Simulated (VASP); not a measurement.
# ZrSi2 in VASP: single point with PBEsol

Aim: the single point of ZrSi2 with PBEsol.

Program: VASP 6.6.1. These are calculated values, not measurements. Logs are shortened: lines on timing, memory, paths and dates and some standing lists are left out, and cuts for length are marked.

**1. The cell of the first run**

The cell holds a slab with vacuum, 21 atoms: a = 3.674 Å, b = 7.511 Å, c = 25.970 Å, α = 90.00°, β = 90.00°, γ = 104.16°.

**2. Single point, PBEsol**

INCAR

```
SYSTEM = ZrSi2
  PREC = Accurate
  ENCUT = 520
  EDIFF = 1E-7
  ISMEAR = 0
  SIGMA = 0.1
  LREAL = Auto
  LASPH = .TRUE.
  NELM = 100
  ALGO = Normal
  ISIF = 2
  LWAVE = .FALSE.
  LCHARG = .TRUE.
  LDIPOL = .TRUE.
  IDIPOL = 3
  DIPOL = 0.5 0.5 0.500
  GGA = PS
  LELF = .TRUE.
  LVHAR = .TRUE.
  LVACPOTAV = .TRUE.
  NBANDS = 86
  ISYM = 0
```

KPOINTS

```
Automatic mesh
0
G
  10 5 1
  0 0 0
```

POSCAR

```
ZrSi2
1.0
    3.6742585517      0.0000000000      0.0000000000
   -1.8371292758      7.2829450145      0.0000000000
    0.0000000000      0.0000000000     25.9702967253
Zr Si
7 14
Direct
    0.8984396878      0.7970017821      0.2910162816
    0.1030659601      0.2061001016      0.3570805744
    0.8969243559      0.7939675386      0.4298518316
    0.1047828544      0.2098198106      0.4999999992
    0.8969243577      0.7939675326      0.5701481698
    0.1030659595      0.2061000991      0.6429194264
    0.8984396867      0.7970017777      0.7089837124
    0.5401050200      0.0801231723      0.2841944465
    0.2547139558      0.5093530484      0.2922211808
    0.4469361835      0.8937727924      0.3590756290
    0.7512610772      0.5022428771      0.3565174335
    0.5556504885      0.1111450045      0.4287071574
    0.2503537120      0.5010593183      0.4292687446
    0.4484679869      0.8969025606      0.4999999996
    0.7513211845      0.5026921452      0.5000000021
    0.5556504769      0.1111450196      0.5712928422
    0.2503537381      0.5010593118      0.5707312524
    0.4469361941      0.8937728104      0.6409243691
    0.7512610482      0.5022428749      0.6434825701
    0.5401050199      0.0801231732      0.7158055547
    0.2547139480      0.5093530406      0.7077788227
```

Potentials or basis: VASP PAW PBE potentials, release 64 (Zr_sv, Si).

On the command line:

```console
> cat potpaw_PBE.64/Zr_sv/POTCAR potpaw_PBE.64/Si/POTCAR > POTCAR
> mpirun -np 1 vasp_std > vasp.out
```

OUTCAR:

```text
SYSTEM = ZrSi2
   PREC = Accurate
   ENCUT = 520
   EDIFF = 1E-7
   ISMEAR = 0
   LREAL = Auto
   LASPH = .TRUE.
   NELM = 100
   ISIF = 2
   GGA = PS
   ISYM = 0

 ion  position               nearest neighbor table
   1  0.898  0.797  0.291-  10 2.64  10 2.65  11 2.74   8 2.77   8 2.77   9 2.79   9 2.79   2 3.44
                             3 3.61
   2  0.103  0.206  0.357-  12 2.70  12 2.70   9 2.78   8 2.79   8 2.79  11 2.83  11 2.83  13 2.85
                            10 2.92  10 2.92   1 3.44   3 3.55   4 3.71
   3  0.897  0.794  0.430-  14 2.69  14 2.69  10 2.70  10 2.70  15 2.80  13 2.82  13 2.82  11 2.85
                            12 2.95  12 2.95   4 3.53   2 3.55   1 3.61   5 3.64
   4  0.105  0.210  0.500-  12 2.70  16 2.70  16 2.71  12 2.71  17 2.81  13 2.81  15 2.81  15 2.82
                            14 2.93  14 2.93   3 3.53   5 3.53   2 3.71   6 3.71
   5  0.897  0.794  0.570-  14 2.69  14 2.69  18 2.70  18 2.70  15 2.80  17 2.82  17 2.82  19 2.85
                            16 2.95  16 2.95   4 3.53   6 3.55   7 3.61   3 3.64
   6  0.103  0.206  0.643-  16 2.70  16 2.70  21 2.78  20 2.79  20 2.79  19 2.83  19 2.83  17 2.85
                            18 2.92  18 2.92   7 3.44   5 3.55   4 3.71
   7  0.898  0.797  0.709-  18 2.64  18 2.65  19 2.74  20 2.77  20 2.77  21 2.79  21 2.79   6 3.44
                             5 3.61
   8  0.540  0.080  0.284-  10 2.37   1 2.77   1 2.77   2 2.79   2 2.79
   9  0.255  0.509  0.292-  11 2.48  11 2.48   2 2.78   1 2.79   1 2.79
  10  0.447  0.894  0.359-   8 2.37  12 2.40   1 2.64   1 2.65   3 2.70   3 2.70   2 2.92   2 2.92
[... 19 lines left out ...]
  20  0.540  0.080  0.716-  18 2.37   7 2.77   7 2.77   6 2.79   6 2.79
  21  0.255  0.509  0.708-  19 2.48  19 2.48   6 2.78   7 2.79   7 2.79

IMPORTANT INFORMATION: All symmetrisations will be switched off!
NOSYMM: (Re-)initialisation of all symmetry stuff for point group C_1.

----------------------------------------------------------------------------------------

                                     Primitive cell

  volume of cell :     694.9502

  direct lattice vectors                    reciprocal lattice vectors
     3.674258552  0.000000000  0.000000000     0.272163754  0.068653546  0.000000000
    -1.837129276  7.282945015  0.000000000     0.000000000  0.137307092  0.000000000
     0.000000000  0.000000000 25.970296725     0.000000000  0.000000000  0.038505528

  length of vectors
     3.674258552  7.511080619 25.970296725     0.280689184  0.137307092  0.038505528

  position of ions in fractional coordinates (direct lattice)
     0.898439688  0.797001782  0.291016282
     0.103065960  0.206100102  0.357080574
     0.896924356  0.793967539  0.429851832
     0.104782854  0.209819811  0.499999999
     0.896924358  0.793967533  0.570148170
     0.103065960  0.206100099  0.642919426
[... 13 lines left out ...]
     0.540105020  0.080123173  0.715805555
     0.254713948  0.509353041  0.707778823

  ion indices of the primitive-cell ions
   primitive index   ion index
                 1           1
                 2           2
                 3           3
                 4           4
                 5           5
                 6           6
[... 13 lines left out ...]
                20          20
                21          21

----------------------------------------------------------------------------------------

 KPOINTS: Automatic mesh

Automatic generation of k-mesh.
 Grid dimensions read from file:
 generate k-points for:   10    5    1

 Generating k-lattice:

  Cartesian coordinates                     Fractional coordinates (reciprocal lattice)
     0.027216375  0.006865355  0.000000000     0.100000000  0.000000000  0.000000000
     0.000000000  0.027461418  0.000000000     0.000000000  0.200000000  0.000000000
     0.000000000  0.000000000  0.038505528     0.000000000  0.000000000  1.000000000

  Length of vectors
     0.028068918  0.027461418  0.038505528

  Shift w.r.t. Gamma in fractional coordinates (k-lattice)
     0.000000000  0.000000000  0.000000000

 -----------------------------------------------------------------------------
|                                                                             |
|           W    W    AA    RRRRR   N    N  II  N    N   GGGG   !!!           |
|           W    W   A  A   R    R  NN   N  II  NN   N  G    G  !!!           |
|           W    W  A    A  R    R  N N  N  II  N N  N  G       !!!           |
|           W WW W  AAAAAA  RRRRR   N  N N  II  N  N N  G  GGG   !            |
|           WW  WW  A    A  R   R   N   NN  II  N   NN  G    G                |
|           W    W  A    A  R    R  N    N  II  N    N   GGGG   !!!           |
|                                                                             |
|     Your reciprocal lattice and k-lattice belong to different lattice       |
|     classes:                                                                |
|                                                                             |
|        The reciprocal lattice is base centered orthorhombic,                |
|        whereas your k-lattice is simple monoclinic.                         |
|                                                                             |
|     Results are often still useful ...                                      |
|                                                                             |
 -----------------------------------------------------------------------------

 WARNING: IBZKPT: internal override: KBLOWUP is changed to .FALSE.
      ... skipping the blow-up phase ...

 Subroutine IBZKPT returns following result:
 ===========================================

 Found     26 irreducible k-points:

 Following reciprocal coordinates:
            Coordinates               Weight
  0.000000  0.000000  0.000000      1.000000
  0.100000  0.000000  0.000000      2.000000
  0.200000  0.000000  0.000000      2.000000
  0.300000  0.000000  0.000000      2.000000
  0.400000  0.000000  0.000000      2.000000
  0.500000  0.000000  0.000000      1.000000
[... 16 lines left out ...]
 -0.400000  0.400000  0.000000      2.000000
 -0.300000  0.400000  0.000000      2.000000
 [... further k-points ...]
   k-points           NKPTS =     26   k-points in BZ     NKDIM =     26   number of bands    NBANDS=     86
   number of dos      NEDOS =    301   number of ions     NIONS =     21
   total plane-waves  NPLWV = 307328
   dimension x,y,z NGX =    28 NGY =   56 NGZ =  196
   dimension x,y,z NGXF=    56 NGYF=  112 NGZF=  392
   ions per type =               7  14
   NGX,Y,Z   is equivalent  to a cutoff of  12.67, 12.39, 12.55 a.u.
   NGXF,Y,Z  is equivalent  to a cutoff of  25.34, 24.79, 25.09 a.u.
 SYSTEM =  ZrSi2
   PREC   = accura    normal or accurate (medium, high low for compatibility)
   ISTART =      0    job   : 0-new  1-cont  2-samecut
   ICHARG =      2    charge: 1-file 2-atom 10-const
   ISPIN  =      1    spin polarized calculation?
   LNONCOLLINEAR =      F non collinear calculations
   LSORBIT =      F    spin-orbit coupling
   LASPH  =      T    aspherical Exc in radial PAW
   ENCUT  =  520.0 eV  38.22 Ry    6.18 a.u.   6.83 13.97 48.29*2*pi/ulx,y,z
   NELM   =    100;   NELMIN=  2; NELMDL= -5     # of ELM steps
   EDIFF  = 0.1E-06   stopping-criterion for ELM
   LREAL  =      T    real-space projection
   EDIFFG = 0.1E-05   stopping-criterion for IOM
   NSW    =      0    number of steps for IOM
   IBRION =     -1    ionic relax: 0-MD 1-quasi-New 2-CG
   NFREE  =      0    steps in history (QN), initial steepest desc. (CG)
   ISIF   =      2    stress and relaxation
   ISYM   =      0    0-nonsym 1-usesym 2-fastsym
   POTIM  = 0.5000    time-step for ionic-motion
   TEBEG  =    0.0;   TEEND  =   0.0 temperature during run
   PSTRESS=    0.0 pullay stress
   NELECT =     140.0000    total number of electrons
   NUPDOWN=      -1.0000    fix difference up-down
   EMIN   =  10.00;   EMAX   =-10.00  energy-range for DOS
   EFERMI =   0.00;   METHOD = LEGACY
   ISMEAR =     0;   SIGMA  =   0.10  broadening in eV -4-tet -1-fermi 0-gaus
   EFERMI_NEDOS =   21; number of points for ismear=-14 and -15
   IALGO  =     38    algorithm
   IMIX   =      4    mixing-type and parameters
     AMIX     =   0.40;   BMIX     =  1.00
     AMIX_MAG =   1.60;   BMIX_MAG =  1.00
  volume/ion in A,a.u.               =      33.09       223.32
  Fermi-wavevector in a.u.,A,eV,Ry     =   0.959694  1.813559 12.531147  0.921013
  Thomas-Fermi vector in A             =   2.088913
   LORBIT       =      0    0 simple, 1 ext, 2 COOP (PROOUT), +10 PAW based schemes
   GGA     = PS    functional components
   LHFCALC =     F    Hartree Fock is set to
   AEXX    =    0.0000 exact exchange contribution
   IVDW    =     0    specifies the selected vdW correction
   LEPSILON=     F    determine dielectric tensor
   LRPA    =     F    only Hartree local field effects (RPA)
 non-spin polarized calculation
 Gauss-broadening in eV      SIGMA  =   0.10
  energy-cutoff  :      520.00
  volume of cell :      694.95
 maximum number of plane-waves:     18755
   NGX = 13   NGY = 27   NGZ = 97

 dipolmoment           0.000000      0.000000     -0.000003 electrons x Angstroem

 number of electron     140.0000001 magnetization

 dipolmoment           0.000000      0.000000      0.000001 electrons x Angstroem

 Free energy of the ion-electron system (eV)
  ---------------------------------------------------
  ext. energy  EPLUGINS =         0.00000000
  ---------------------------------------------------
  free energy    TOTEN  =      -154.28036158 eV

  energy without entropy =     -154.24467555  energy(sigma->0) =     -154.26251857

 E-fermi :   2.6908     XC(G=0):  -6.4209

 val. band max:        2.6907267774   @ k =   0.2000   0.0000   0.0000
 cond. band min:       2.7277221549   @ k =   0.0000   0.2000   0.0000
 fundamental gap:      0.0369953776
 Fermi energy:         2.6907967048

 k-point     1 :       0.0000    0.0000    0.0000
  band No.  band energies     occupation
      1     -45.9487      2.00000
      2     -45.9487      2.00000
      3     -45.6373      2.00000
      4     -45.5658      2.00000
      5     -45.5624      2.00000
      6     -45.5560      2.00000
[... 2029 lines left out ...]
     81       4.6961      0.00000
     82       4.8885      0.00000

 [... further k-points ...]

 [bands above 82 left out]

------------------------ aborting loop because EDIFF is reached ----------------------------------------

  FORCE on cell =-STRESS in cart. coord.  units (eV):
  Direction    XX          YY          ZZ          XY          YZ          ZX
  --------------------------------------------------------------------------------------
  -------------------------------------------------------------------------------------
  Total       -7.2593815     -6.2496167      0.4035985     -0.0382134      0.0000001     -0.0000005
  in kB      -16.7361879    -14.4082192      0.9304789     -0.0880994      0.0000001     -0.0000011
  external PRESSURE =     -10.0713094 kB  Pullay stress =       0.0000000 kB

 VOLUME and BASIS-vectors are now :
 -----------------------------------------------------------------------------
  energy-cutoff  :      520.00
  volume of cell :      694.95
      direct lattice vectors                 reciprocal lattice vectors
     3.674258552  0.000000000  0.000000000     0.272163754  0.068653546  0.000000000
    -1.837129276  7.282945015  0.000000000     0.000000000  0.137307092  0.000000000
     0.000000000  0.000000000 25.970296725     0.000000000  0.000000000  0.038505528

 POSITION                                       TOTAL-FORCE (eV/Angst)
 -----------------------------------------------------------------------------------
      1.83690      5.80452      7.55778         0.000445     -0.002025     -0.032840
      0.00006      1.50102      9.27349        -0.001000      0.000703      0.000774
      1.83691      5.78242     11.16338        -0.000466     -0.000178      0.015791
     -0.00047      1.52811     12.98515         0.000732     -0.007880     -0.000001
      1.83691      5.78242     14.80692        -0.000466     -0.000178     -0.015795
      0.00006      1.50102     16.69681        -0.001000      0.000703     -0.000776
[... 13 lines left out ...]
      1.83729      0.58353     18.58968        -0.000044      0.008897      0.013758
      0.00014      3.70959     18.38123         0.001186     -0.001316      0.005055
 -----------------------------------------------------------------------------------
    total drift:                                0.001972      0.006006     -0.000019

  FREE ENERGIE OF THE ION-ELECTRON SYSTEM (eV)
  ---------------------------------------------------
  free  energy   TOTEN  =      -154.2803615845 eV

  energy  without entropy=     -154.2446755532  energy(sigma->0) =     -154.26251857

 vacuum level on the upper side and lower side of the slab         7.056         7.056
```

Run time: 53 min. Hardware: 1 thread of Intel Xeon Platinum 8559C (Emerald Rapids), shared host; peak memory 1.2 GiB.

What came out:

| Quantity | Value |
| --- | --- |
| Free energy | -154.2804 eV |
| Largest force | 0.033 eV/Å |
| Band gap on the k mesh | zero (band 70 reaches 3.19 eV, above the bottom of band 71 at 2.20 eV) |

Forces in eV/Å, atoms in the order of the input:
```
Zr   0.000 -0.002 -0.033
Zr  -0.001  0.001  0.001
Zr   0.000  0.000  0.016
Zr   0.001 -0.008  0.000
Zr   0.000  0.000 -0.016
Zr  -0.001  0.001 -0.001
Zr   0.000 -0.002  0.033
Si   0.000  0.009 -0.014
Si   0.001 -0.001 -0.005
Si   0.000  0.001 -0.004
Si   0.001 -0.002  0.007
Si  -0.001  0.000  0.007
Si  -0.001 -0.002 -0.006
Si  -0.001  0.006  0.000
Si   0.001 -0.004  0.000
Si  -0.001  0.000 -0.007
Si  -0.001 -0.002  0.006
Si   0.000  0.001  0.004
Si   0.001 -0.002 -0.007
Si   0.000  0.009  0.014
Si   0.001 -0.001  0.005
```

Caveat: the PAW data sets were made with another functional, which shifts forces and pressure a little.
